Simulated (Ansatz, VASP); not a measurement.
# Two plane-wave programs on Te2Mo

```
Te Mo
1.0
     3.56023    0.00000    0.00000
    -1.78012    3.08325    0.00000
     0.00000    0.00000   17.52406
Te Mo
2 1
Cartesian
  0.0000 2.0555 15.7341
  0.0000 2.0555 1.7900
  0.0000 0.0000 0.1500
```

Change from the starting cell: all Mo atoms moved +0.150 Å, as atom 3 along Cartesian [0 0 1].

Alike in both runs: task single point; functional r2SCAN; k mesh 9 × 9 × 2; occupations gaussian, width 0.05 eV; no spin polarisation.

|  | VASP | Ansatz |
| --- | --- | --- |
| version | VASP 6.6.1 | Ansatz 0.2.0 |
| potentials or method | VASP PAW PBE potentials, release 64 (Te, Mo_sv), cutoff 520 eV | scalar-relativistic, plane waves, PAW |
| valence electrons in the cell | 26 | 46 |

```tsv
	VASP	Ansatz	Ansatz less VASP
gap on the k mesh at the Fermi level (eV)	1.15	1.15	-0.001
least direct gap on the mesh (eV)	1.15	1.15	-0.001
rms of the force components (eV/Å)	1.358	1.351	-0.0064
```

VASP's potentials were made for PBE, not for r2SCAN. Atom by atom the forces differ by 0.014 eV/Å (rms over components). With one functional, cell and mesh, what is left measures potentials, basis and numerics. VASP's potentials hold 26 valence electrons a cell and Ansatz's 46, so a difference there can come from the potentials and not from the codes.

Neither program's run includes spin-orbit coupling.
